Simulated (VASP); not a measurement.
# BP (F-43m) in VASP: further runs, part 2 of 2

VASP 6.6.1. The steps go on from the part before.

## 5. Single point, LDA (11.66 Å³/atom)

This run uses another cell than the first one, of 11.66 Å³/atom.

File INCAR:

```
PREC = Accurate
ENCUT = 500
EDIFF = 1E-6
ISMEAR = 0
SIGMA = 0.01
LREAL = False
LASPH = True
NELM = 120
ALGO = Normal
ISIF = 2
LWAVE = False
LCHARG = True
LELF = True
LVHAR = True
NBANDS = 11
GGA_COMPAT = False
```

File KPOINTS:

```
Automatic mesh
0
Gamma
  10 10 10
```

File POSCAR:

```
BP
1.0
    0.0000000000      2.2675000000      2.2675000000
    2.2675000000      0.0000000000      2.2675000000
    2.2675000000      2.2675000000      0.0000000000
B P
1 1
Direct
    0.0000000000      0.0000000000      0.0000000000
    0.2500000000      0.2500000000      0.2500000000
```

Potentials or basis: VASP PAW LDA potentials, release 64 (B, P).

Started as:

```
$ cat potpaw_LDA.64/B/POTCAR potpaw_LDA.64/P/POTCAR > POTCAR
$ mpirun -np 1 vasp_std > vasp.out
```

OUTCAR:

```text
PREC = Accurate
   ENCUT = 500
   EDIFF = 1E-6
   ISMEAR = 0
   LREAL = False
   LASPH = True
   NELM = 120
   ISIF = 2

 ion  position               nearest neighbor table
   1  0.000  0.000  0.000-   2 1.96   2 1.96   2 1.96   2 1.96
   2  0.250  0.250  0.250-   1 1.96   1 1.96   1 1.96   1 1.96

  LATTYP: Found a face centered cubic cell.
 ALAT       =     4.5350000000

  Lattice vectors:

 A1 = (   0.0000000000,   2.2675000000,   2.2675000000)
 A2 = (   2.2675000000,   0.0000000000,   2.2675000000)
 A3 = (   2.2675000000,   2.2675000000,   0.0000000000)

Analysis of symmetry for initial positions (statically):
=====================================================================
 Subroutine PRICEL returns:
 Original cell was already a primitive cell.

 Routine SETGRP: Setting up the symmetry group for a
 face centered cubic supercell.

 Subroutine GETGRP returns: Found 24 space group operations
 (whereof 24 operations were pure point group operations)
 out of a pool of 48 trial point group operations.

The static configuration has the point symmetry T_d .

Analysis of symmetry for dynamics (positions and initial velocities):
=====================================================================
 Subroutine PRICEL returns:
 Original cell was already a primitive cell.

 Routine SETGRP: Setting up the symmetry group for a
 face centered cubic supercell.

 Subroutine GETGRP returns: Found 24 space group operations
 (whereof 24 operations were pure point group operations)
 out of a pool of 48 trial point group operations.

The dynamic configuration has the point symmetry T_d .

 Subroutine INISYM returns: Found 24 space group operations
 (whereof 24 operations are pure point group operations),
 and found     1 'primitive' translations

----------------------------------------------------------------------------------------

                                     Primitive cell

  volume of cell :      23.3170

  direct lattice vectors                    reciprocal lattice vectors
[... 115 lines left out ...]
   IVDW    =     0    specifies the selected vdW correction
   LEPSILON=     F    determine dielectric tensor
   LRPA    =     F    only Hartree local field effects (RPA)
 non-spin polarized calculation
 Gauss-broadening in eV      SIGMA  =   0.01
  energy-cutoff  :      500.00
  volume of cell :       23.32
 maximum number of plane-waves:       609
   NGX = 11   NGY = 11   NGZ = 11

 number of electron       8.0000000 magnetization

 Free energy of the ion-electron system (eV)
  ---------------------------------------------------
  ext. energy  EPLUGINS =         0.00000000
  ---------------------------------------------------
  free energy    TOTEN  =       -14.38828552 eV

  energy without entropy =      -14.38828552  energy(sigma->0) =      -14.38828552

 E-fermi :   7.4878     XC(G=0): -11.0962

 val. band max:        7.4297019193   @ k =   0.0000   0.0000   0.0000
 cond. band min:       8.6150566751   @ k =   0.4000   0.4000   0.0000
 fundamental gap:      1.1853547558
 Fermi energy:         7.4877609391

 k-point     1 :       0.0000    0.0000    0.0000
  band No.  band energies     occupation
      1      -7.9780      2.00000
      2       7.4297      2.00000
      3       7.4297      2.00000
      4       7.4297      2.00000
      5      10.8113      0.00000
      6      10.8113      0.00000
      7      10.8113      0.00000
      8      14.8288      0.00000
      9      18.7002      0.00000
     10      19.6170      0.00000
     11      19.6170      0.00000
[... 309 lines left out ...]
 k-point    24 :       0.4000    0.3000    0.0000
  band No.  band energies     occupation
      1      -5.0381      2.00000
      2       1.3376      2.00000
      3       3.3770      2.00000
      4       3.9162      2.00000
      5       9.1874      0.00000
      6      10.9703      0.00000
      7      16.8491      0.00000
      8      16.8553      0.00000
      9      21.2837      0.00000
     10      22.7212      0.00000
     11      24.2948      0.00000

 [... further k-points ...]

------------------------ aborting loop because EDIFF is reached ----------------------------------------

  FORCE on cell =-STRESS in cart. coord.  units (eV):
  Direction    XX          YY          ZZ          XY          YZ          ZX
  --------------------------------------------------------------------------------------
  -------------------------------------------------------------------------------------
  Total       -0.7285439     -0.7285439     -0.7285439      0.0000000      0.0000000     -0.0000000
  in kB      -50.0604121    -50.0604121    -50.0604121      0.0000000      0.0000000     -0.0000000
  external PRESSURE =     -50.0604121 kB  Pullay stress =       0.0000000 kB

 VOLUME and BASIS-vectors are now :
 -----------------------------------------------------------------------------
  energy-cutoff  :      500.00
  volume of cell :       23.32
      direct lattice vectors                 reciprocal lattice vectors
     0.000000000  2.267500000  2.267500000    -0.220507166  0.220507166  0.220507166
     2.267500000  0.000000000  2.267500000     0.220507166 -0.220507166  0.220507166
     2.267500000  2.267500000  0.000000000     0.220507166  0.220507166 -0.220507166

 POSITION                                       TOTAL-FORCE (eV/Angst)
 -----------------------------------------------------------------------------------
      0.00000      0.00000      0.00000         0.000000      0.000000      0.000000
      1.13375      1.13375      1.13375        -0.000000     -0.000000     -0.000000
 -----------------------------------------------------------------------------------
    total drift:                                0.000000      0.000000      0.000000

  FREE ENERGIE OF THE ION-ELECTRON SYSTEM (eV)
  ---------------------------------------------------
  free  energy   TOTEN  =       -14.3882855243 eV

  energy  without entropy=      -14.3882855243  energy(sigma->0) =      -14.38828552
```

OSZICAR:

```text
N       E                     dE             d eps       ncg     rms          rms(c)
DAV:   1     0.825086082825E+01    0.82509E+01   -0.38762E+03  1034   0.634E+02
DAV:   2    -0.145656606694E+02   -0.22817E+02   -0.21760E+02  1374   0.109E+02
DAV:   3    -0.152150403593E+02   -0.64938E+00   -0.64738E+00  1302   0.160E+01
DAV:   4    -0.152178190492E+02   -0.27787E-02   -0.27785E-02  1171   0.124E+00
DAV:   5    -0.152178337093E+02   -0.14660E-04   -0.14660E-04  1282   0.912E-02    0.736E+00
DAV:   6    -0.145137563040E+02    0.70408E+00   -0.16149E+00  1169   0.543E+00    0.387E+00
DAV:   7    -0.144009448100E+02    0.11281E+00   -0.25160E-01  1277   0.251E+00    0.129E+00
DAV:   8    -0.143882452703E+02    0.12700E-01   -0.31114E-02  1190   0.943E-01    0.219E-01
DAV:   9    -0.143882876774E+02   -0.42407E-04   -0.80440E-04  1187   0.197E-01    0.153E-01
DAV:  10    -0.143882837111E+02    0.39663E-05   -0.12835E-04  1142   0.644E-02    0.344E-02
DAV:  11    -0.143882860341E+02   -0.23230E-05   -0.69775E-06  1265   0.136E-02    0.397E-02
DAV:  12    -0.143882855243E+02    0.50978E-06   -0.25675E-06   701   0.669E-03
   1 F= -.14388286E+02 E0= -.14388286E+02  d E =-.388181E-19
```

It took 6.2 s on 1 thread of Intel Xeon Platinum 8259CL at 2.50GHz (Skylake/Cascade Lake), shared host; peak memory 0.12 GiB.

What came out:

* Free energy: -14.3883 eV
* Pressure: -5.0 GPa
* Band gap on the k mesh: 1.19 eV (least direct gap 3.38 eV)

Caveat: the cell stands under tension. A k mesh can miss the band edges.

## 6. The runs side by side

| cell | gap on the mesh (eV) | pressure (GPa) |
| --- | --- | --- |
| a = 3.163 Å, angles 60.0°, 2 atoms | 1.14 | 1.9 |
| a = 3.119 Å, angles 60.0°, 2 atoms | 1.09 | 10.3 |
| a = 3.238 Å, angles 60.0°, 2 atoms | 1.22 | -9.4 |
| a = 3.207 Å, angles 60.0°, 2 atoms | 1.19 | -5.0 |

Alike in all rows: task single point; level LDA; potentials or basis VASP PAW LDA potentials, release 64 (B, P); no spin polarisation; k mesh 10 × 10 × 10; cutoff (eV) 500; smearing gaussian 0.01 eV.

Caveats: the cell stands under tension (at least some runs); the cell stands under pressure (at least some runs).

Absolute energies hang on the potentials; compare differences alone.
